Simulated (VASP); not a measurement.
# AlC18 in VASP: a series of runs

AlC18 is run at these levels: PBE+D3(BJ); tasks: single point.

All numbers are computed with VASP 6.6.1; they aren't measurements. Logs are shortened: lines on timing, memory, paths and dates and some standing lists are left out, and cuts for length are marked.

## Step 1: The cell of the first run

The cell holds a slab with vacuum, 19 atoms: a = 7.398 Å, b = 7.398 Å, c = 13.000 Å, α = 90.00°, β = 90.00°, γ = 120.00°.

## Step 2: Single point, PBE+D3(BJ), collinear spin

Input file INCAR:

```
SYSTEM = AlC18
ALGO = Normal
EDIFF = 1E-6
ENCUT = 520
GGA = PE
ISIF = 2
ISMEAR = 0
ISPIN = 2
IVDW = 12
LASPH = .TRUE.
LCHARG = .FALSE.
LORBIT = 11
LREAL = Auto
LWAVE = .FALSE.
MAGMOM = 0 0 0 0 0 0 0 0 0 0 0 0 0 0 0 0 0 0 1
NBANDS = 56
NELM = 150
PREC = Accurate
SIGMA = 0.02
```

Input file KPOINTS:

```
k-points
0
G
  2 2 1
  0 0 0
```

Input file POSCAR:

```
AlC18
1.0
    7.3980000272      0.0000000157      0.0000000000
   -3.6990000000      6.4068559686      0.0000000000
    0.0000000000      0.0000000000     13.0000000000
C Al
18 1
Direct
    0.0044352693     -0.0044352693      0.0761403796
    0.2261143143      0.1072191531      0.0760840332
    0.0052770802      0.3301307938      0.0759386956
    0.2271986807      0.4410934395      0.0761760204
    0.0044334661      0.6638600047      0.0761828116
    0.2261166847      0.7738833153      0.0761075129
    0.3361399953     -0.0044334661      0.0761828116
    0.5580596898      0.1065290621      0.0759502568
    0.3372228483      0.3294380541      0.0760948949
    0.5589042257      0.4410957743      0.0761760410
    0.3372250516      0.6627749484      0.0761051626
    0.5589065605      0.7728013193      0.0761760204
    0.6698692062     -0.0052770802      0.0759386956
    0.8934783051      0.1065216949      0.0759059949
    0.6698612156      0.3301387844      0.0759434353
    0.8934709379      0.4419403102      0.0759502568
    0.6705619459      0.6627771517      0.0760948949
    0.8927808469      0.7738856857      0.0760840332
    0.7817955557      1.2182044443      0.2438450290
```

Potentials or basis: VASP PAW PBE potentials, release 64 (C, Al).

On the command line:

```bash
cat potpaw_PBE.64/C/POTCAR potpaw_PBE.64/Al/POTCAR > POTCAR
mpirun -np 1 vasp_std > vasp.out
```

OUTCAR:

```text
SYSTEM = AlC18
   EDIFF = 1E-6
   ENCUT = 520
   GGA = PE
   ISIF = 2
   ISMEAR = 0
   ISPIN = 2
   IVDW = 12
   LASPH = .TRUE.
   LORBIT = 11
   LREAL = Auto
   NELM = 150
   PREC = Accurate
 IVDW          = 12

 ion  position               nearest neighbor table
   1  0.004  0.996  0.076-  18 1.42   2 1.42  14 1.42
   2  0.226  0.107  0.076-   7 1.42   1 1.42   9 1.42
   3  0.005  0.330  0.076-   4 1.42  14 1.43  16 1.43  19 2.61
   4  0.227  0.441  0.076-   9 1.42  11 1.42   3 1.42
   5  0.004  0.664  0.076-  18 1.42   6 1.42  16 1.42
   6  0.226  0.774  0.076-   7 1.42   5 1.42  11 1.42
   7  0.336  0.996  0.076-   2 1.42   6 1.42   8 1.42
   8  0.558  0.107  0.076-   7 1.42  15 1.43  13 1.43  19 2.61
   9  0.337  0.329  0.076-   4 1.42  10 1.42   2 1.42
  10  0.559  0.441  0.076-  17 1.42   9 1.42  15 1.42
  11  0.337  0.663  0.076-   4 1.42  12 1.42   6 1.42
  12  0.559  0.773  0.076-  17 1.42  11 1.42  13 1.42
  13  0.670  0.995  0.076-  12 1.42  14 1.43   8 1.43  19 2.61
  14  0.893  0.107  0.076-   1 1.42   3 1.43  13 1.43  19 2.61
  15  0.670  0.330  0.076-  10 1.42   8 1.43  16 1.43  19 2.61
  16  0.893  0.442  0.076-   5 1.42  15 1.43   3 1.43  19 2.61
  17  0.671  0.663  0.076-  12 1.42  10 1.42  18 1.42
  18  0.893  0.774  0.076-   5 1.42   1 1.42  17 1.42
  19  0.782  0.218  0.244-  14 2.61  13 2.61   3 2.61  16 2.61   8 2.61  15 2.61

  LATTYP: Found a hexagonal cell.
 ALAT       =     7.3980000272
 C/A-ratio  =     1.7572316778

  Lattice vectors:

 A1 = (   7.3980000272,   0.0000000157,   0.0000000000)
 A2 = (  -3.6990000000,   6.4068559686,   0.0000000000)
 A3 = (   0.0000000000,   0.0000000000,  13.0000000000)

Analysis of symmetry for initial positions (statically):
=====================================================================
 Subroutine PRICEL returns:
 Original cell was already a primitive cell.

 Routine SETGRP: Setting up the symmetry group for a
 hexagonal supercell.

 Subroutine GETGRP returns: Found  2 space group operations
 (whereof  2 operations were pure point group operations)
 out of a pool of 24 trial point group operations.

The static configuration has the point symmetry C_1h.

Analysis of symmetry for dynamics (positions and initial velocities):
=====================================================================
 Subroutine PRICEL returns:
 Original cell was already a primitive cell.

 Routine SETGRP: Setting up the symmetry group for a
 hexagonal supercell.

 Subroutine GETGRP returns: Found  2 space group operations
 (whereof  2 operations were pure point group operations)
 out of a pool of 24 trial point group operations.

The dynamic configuration has the point symmetry C_1h.

Analysis of structural, dynamic, and magnetic symmetry:
=====================================================================
 Subroutine PRICEL returns:
 Original cell was already a primitive cell.

 Routine SETGRP: Setting up the symmetry group for a
 hexagonal supercell.

 Subroutine GETGRP returns: Found  2 space group operations
 (whereof  2 operations were pure point group operations)
 out of a pool of 24 trial point group operations.

The overall configuration has the point symmetry C_1h.

 Subroutine INISYM returns: Found  2 space group operations
 (whereof  2 operations are pure point group operations),
 and found     1 'primitive' translations

----------------------------------------------------------------------------------------

                                     Primitive cell

  volume of cell :     616.1730

  direct lattice vectors                    reciprocal lattice vectors
     7.398000027  0.000000016  0.000000000     0.135171667  0.078041398  0.000000000
    -3.699000000  6.406855969  0.000000000    -0.000000000  0.156082797  0.000000000
     0.000000000  0.000000000 13.000000000     0.000000000  0.000000000  0.076923077

  length of vectors
     7.398000027  7.398000027 13.000000000     0.156082797  0.156082797  0.076923077

  position of ions in fractional coordinates (direct lattice)
     0.004435269  0.995564731  0.076140380
     0.226114314  0.107219153  0.076084033
     0.005277080  0.330130794  0.075938696
     0.227198681  0.441093440  0.076176020
     0.004433466  0.663860005  0.076182812
     0.226116685  0.773883315  0.076107513
[... 11 lines left out ...]
     0.892780847  0.773885686  0.076084033
     0.781795556  0.218204444  0.243845029

  ion indices of the primitive-cell ions
   primitive index   ion index
                 1           1
                 2           2
                 3           3
                 4           4
                 5           5
                 6           6
[... 11 lines left out ...]
                18          18
                19          19

----------------------------------------------------------------------------------------

 KPOINTS: k-points

Automatic generation of k-mesh.
 Grid dimensions read from file:
 generate k-points for:    2    2    1

 Generating k-lattice:

  Cartesian coordinates                     Fractional coordinates (reciprocal lattice)
     0.067585834  0.039020699  0.000000000     0.500000000 -0.000000000  0.000000000
    -0.000000000  0.078041398  0.000000000     0.000000000  0.500000000  0.000000000
     0.000000000  0.000000000  0.076923077     0.000000000  0.000000000  1.000000000

  Length of vectors
     0.078041398  0.078041398  0.076923077

  Shift w.r.t. Gamma in fractional coordinates (k-lattice)
     0.000000000  0.000000000  0.000000000

 Subroutine IBZKPT returns following result:
 ===========================================

 Found      3 irreducible k-points:

 Following reciprocal coordinates:
            Coordinates               Weight
  0.000000  0.000000  0.000000      1.000000
  0.500000 -0.000000  0.000000      2.000000
  0.500000  0.500000  0.000000      1.000000
   k-points           NKPTS =      3   k-points in BZ     NKDIM =      3   number of bands    NBANDS=     56
   number of dos      NEDOS =    301   number of ions     NIONS =     19
   total plane-waves  NPLWV = 307328
   dimension x,y,z NGX =    56 NGY =   56 NGZ =   98
   dimension x,y,z NGXF=   112 NGYF=  112 NGZF=  196
   ions per type =              18   1
   NGX,Y,Z   is equivalent  to a cutoff of  12.58, 12.58, 12.53 a.u.
   NGXF,Y,Z  is equivalent  to a cutoff of  25.17, 25.17, 25.06 a.u.
 SYSTEM =  AlC18
   PREC   = accura    normal or accurate (medium, high low for compatibility)
   ISTART =      0    job   : 0-new  1-cont  2-samecut
   ICHARG =      2    charge: 1-file 2-atom 10-const
   ISPIN  =      2    spin polarized calculation?
   LNONCOLLINEAR =      F non collinear calculations
   LSORBIT =      F    spin-orbit coupling
   LASPH  =      T    aspherical Exc in radial PAW
   ENCUT  =  520.0 eV  38.22 Ry    6.18 a.u.  13.76 13.76 24.17*2*pi/ulx,y,z
   NELM   =    150;   NELMIN=  2; NELMDL= -5     # of ELM steps
   EDIFF  = 0.1E-05   stopping-criterion for ELM
   LREAL  =      T    real-space projection
   EDIFFG = 0.1E-04   stopping-criterion for IOM
   NSW    =      0    number of steps for IOM
[... 5 lines left out ...]
   TEBEG  =    0.0;   TEEND  =   0.0 temperature during run
   PSTRESS=    0.0 pullay stress
   NELECT =      75.0000    total number of electrons
   NUPDOWN=      -1.0000    fix difference up-down
   EMIN   =  10.00;   EMAX   =-10.00  energy-range for DOS
   EFERMI =   0.00;   METHOD = LEGACY
   ISMEAR =     0;   SIGMA  =   0.02  broadening in eV -4-tet -1-fermi 0-gaus
   EFERMI_NEDOS =   21; number of points for ismear=-14 and -15
   IALGO  =     38    algorithm
   IMIX   =      4    mixing-type and parameters
     AMIX     =   0.40;   BMIX     =  1.00
     AMIX_MAG =   1.60;   BMIX_MAG =  1.00
  volume/ion in A,a.u.               =      32.43       218.85
  Fermi-wavevector in a.u.,A,eV,Ry     =   0.811324  1.533180  8.955991  0.658247
  Thomas-Fermi vector in A             =   1.920663
   LORBIT       =     11    0 simple, 1 ext, 2 COOP (PROOUT), +10 PAW based schemes
   GGA     = PE    functional components
   LHFCALC =     F    Hartree Fock is set to
   AEXX    =    0.0000 exact exchange contribution
   IVDW    =    12    specifies the selected vdW correction
   LEPSILON=     F    determine dielectric tensor
   LRPA    =     F    only Hartree local field effects (RPA)
 spin polarized calculation
 Gauss-broadening in eV      SIGMA  =   0.02
  energy-cutoff  :      520.00
  volume of cell :      616.17
 maximum number of plane-waves:     16651
 NGX is ok and might be reduce to    56
   NGX = 27   NGY = 27   NGZ = 49

 number of electron      74.9999998 magnetization      -0.0000062

 number of electron      74.9999998 magnetization       0.0000028

 Free energy of the ion-electron system (eV)
  ---------------------------------------------------
  ext. energy  EPLUGINS =         0.00000000
  ---------------------------------------------------
  free energy    TOTEN  =      -167.55804601 eV

  energy without entropy =     -167.55804601  energy(sigma->0) =     -167.55804601

 E-fermi :  -1.3130     XC(G=0):  -3.8275

 val. band max:       -1.4141604910   @ k =   0.0000   0.0000   0.0000
 cond. band min:       0.0803949353   @ k =   0.5000   0.5000   0.0000
 fundamental gap:      1.4945554263
 Fermi energy:        -1.3129685012

 spin component 1

 k-point     1 :       0.0000    0.0000    0.0000
  band No.  band energies     occupation
      1     -20.8871      1.00000
      2     -18.4779      1.00000
      3     -18.3491      1.00000
      4     -18.3488      1.00000
      5     -18.1558      1.00000
      6     -18.1558      1.00000
[... 41 lines left out ...]
     48       3.3852      0.00000
     49       3.6165      0.00000

 k-point     2 :       0.5000   -0.0000    0.0000
  band No.  band energies     occupation
      1     -20.3377      1.00000
      2     -20.1181      1.00000
      3     -18.9180      1.00000
      4     -18.8963      1.00000
      5     -16.4800      1.00000
      6     -16.4128      1.00000
[... 41 lines left out ...]
     48       3.5106      0.00000
     49       3.5552      0.00000

 k-point     3 :       0.5000    0.5000    0.0000
  band No.  band energies     occupation
      1     -20.3376      1.00000
      2     -20.1182      1.00000
      3     -18.9181      1.00000
      4     -18.8962      1.00000
      5     -16.4802      1.00000
      6     -16.4126      1.00000
[... 41 lines left out ...]
     48       3.5106      0.00000
     49       3.5553      0.00000
 Fermi energy:        -1.3129685012

 spin component 2

 k-point     1 :       0.0000    0.0000    0.0000
  band No.  band energies     occupation
      1     -20.8871      1.00000
      2     -18.4779      1.00000
      3     -18.3491      1.00000
      4     -18.3488      1.00000
      5     -18.1558      1.00000
      6     -18.1558      1.00000
[... 41 lines left out ...]
     48       3.3852      0.00000
     49       3.6165      0.00000

 k-point     2 :       0.5000   -0.0000    0.0000
  band No.  band energies     occupation
      1     -20.3377      1.00000
      2     -20.1181      1.00000
      3     -18.9180      1.00000
      4     -18.8963      1.00000
      5     -16.4800      1.00000
      6     -16.4128      1.00000
[... 41 lines left out ...]
     48       3.5094      0.00000
     49       3.5554      0.00000

 k-point     3 :       0.5000    0.5000    0.0000
  band No.  band energies     occupation
      1     -20.3376      1.00000
      2     -20.1182      1.00000
      3     -18.9181      1.00000
      4     -18.8962      1.00000
      5     -16.4802      1.00000
      6     -16.4126      1.00000
[... 41 lines left out ...]
     48       3.5094      0.00000
     49       3.5554      0.00000
 [bands above 49 left out]

------------------------ aborting loop because EDIFF is reached ----------------------------------------

 Edisp (eV)   -1.79107

 E8    (eV) :    -0.5812

  FORCE on cell =-STRESS in cart. coord.  units (eV):
  Direction    XX          YY          ZZ          XY          YZ          ZX
  --------------------------------------------------------------------------------------
  -------------------------------------------------------------------------------------
  Total       4.90969     4.92066    -0.14638     0.00951     0.00060    -0.00104
  in kB      12.76620    12.79474    -0.38062     0.02472     0.00157    -0.00271
  external pressure =        8.39 kB  Pullay stress =        0.00 kB

 VOLUME and BASIS-vectors are now :
 -----------------------------------------------------------------------------
  energy-cutoff  :      520.00
  volume of cell :      616.17
      direct lattice vectors                 reciprocal lattice vectors
     7.398000027  0.000000016  0.000000000     0.135171667  0.078041398  0.000000000
    -3.699000000  6.406855969  0.000000000    -0.000000000  0.156082797  0.000000000
     0.000000000  0.000000000 13.000000000     0.000000000  0.000000000  0.076923077

 POSITION                                       TOTAL-FORCE (eV/Angst)
 -----------------------------------------------------------------------------------
     -3.64978      6.37844      0.98982        -0.001327      0.000766      0.001512
      1.27619      0.68694      0.98909         0.002605      0.004426      0.000278
     -1.18211      2.11510      0.98720         0.001779     -0.000637     -0.000166
      0.04921      2.82602      0.99029         0.003720      0.003496      0.000270
     -2.42282      4.25326      0.99038        -0.005784     -0.002851     -0.001055
     -1.18978      4.95816      0.98940        -0.000170      0.000098     -0.002978
[... 11 lines left out ...]
      3.74219      4.95817      0.98909        -0.002531     -0.004470      0.000278
      4.97659      1.39800      3.16999        -0.003254      0.001879     -0.008899
 -----------------------------------------------------------------------------------
    total drift:                                0.000662     -0.000382      0.006312

  FREE ENERGIE OF THE ION-ELECTRON SYSTEM (eV)
  ---------------------------------------------------
  free  energy   TOTEN  =      -169.3491124235 eV

  energy  without entropy=     -169.3491124235  energy(sigma->0) =     -169.34911242

 total charge

# of ion       s       p       d       tot
------------------------------------------
    1        0.861   1.801   0.000   2.662
    2        0.862   1.795   0.000   2.656
    3        0.860   1.786   0.000   2.646
    4        0.861   1.801   0.000   2.662
    5        0.861   1.801   0.000   2.662
    6        0.862   1.795   0.000   2.656
[... 11 lines left out ...]
   18        0.862   1.795   0.000   2.656
   19        0.627   0.117   0.000   0.744
--------------------------------------------------
tot         16.124  32.405   0.000  48.529

 magnetization (x)

# of ion       s       p       d       tot
------------------------------------------
    1       -0.000  -0.000   0.000  -0.000
    2       -0.000  -0.000   0.000  -0.000
    3        0.000   0.000   0.000   0.000
    4       -0.000  -0.000   0.000  -0.000
    5       -0.000  -0.000   0.000  -0.000
    6       -0.000  -0.000   0.000  -0.000
[... 11 lines left out ...]
   18       -0.000  -0.000   0.000  -0.000
   19        0.000  -0.000   0.000   0.000
--------------------------------------------------
tot          0.000  -0.000   0.000  -0.000
```

Run time: 4.9 min. Hardware: 1 thread of Intel Xeon 6975P-C (Granite Rapids), shared host; peak memory 0.88 GiB.

Results:

```
Free energy                                           : -169.3491 eV
Largest force                                         : 0.011 eV/Å
Net moment                                            : 0.00 μB per cell
Valence electrons inside the program's atomic spheres : C 2.66, 2.65 (each value once); Al 0.74
Dispersion energy per atom                            : -0.094 eV
```

Forces on the atoms (eV/Å):
```
C   -0.001  0.001  0.002
C    0.003  0.004  0.000
C    0.002 -0.001  0.000
C    0.004  0.003  0.000
C   -0.006 -0.003 -0.001
C    0.000  0.000 -0.003
C    0.000  0.006 -0.001
C   -0.002  0.008  0.002
C    0.010  0.002 -0.002
C    0.001 -0.001  0.002
C    0.005 -0.003 -0.001
C   -0.001 -0.005  0.000
C    0.001 -0.001  0.000
C   -0.005  0.003  0.008
C    0.000  0.000  0.002
C   -0.008 -0.003  0.002
C    0.003 -0.010 -0.002
C   -0.003 -0.004  0.000
Al  -0.003  0.002 -0.009
```

Levels at points of the mesh, in eV from the Fermi level:
Spin up:
```
           k point  band 35  band 36  band 37  band 38  band 39  band 40
(0.00, 0.00, 0.00)    -2.63    -0.28    -0.28    -0.10    -0.10     2.11
(0.50, 0.00, 0.00)    -2.69    -2.38    -2.35     1.39     1.65     1.76
(0.50, 0.50, 0.00)    -2.69    -2.38    -2.35     1.39     1.65     1.76
```
Spin down:
```
           k point  band 34  band 35  band 36  band 37  band 38  band 39  band 40  band 41
(0.00, 0.00, 0.00)    -3.01    -2.63    -0.28    -0.28    -0.10    -0.10     2.11     2.11
(0.50, 0.00, 0.00)    -2.94    -2.69    -2.38    -2.35     1.39     1.65     1.76     2.03
(0.50, 0.50, 0.00)    -2.94    -2.69    -2.38    -2.35     1.39     1.65     1.76     2.03
```

Caveat: the k points lie up to 0.49 Å⁻¹ apart.

(Continued in part 2 of 2.)
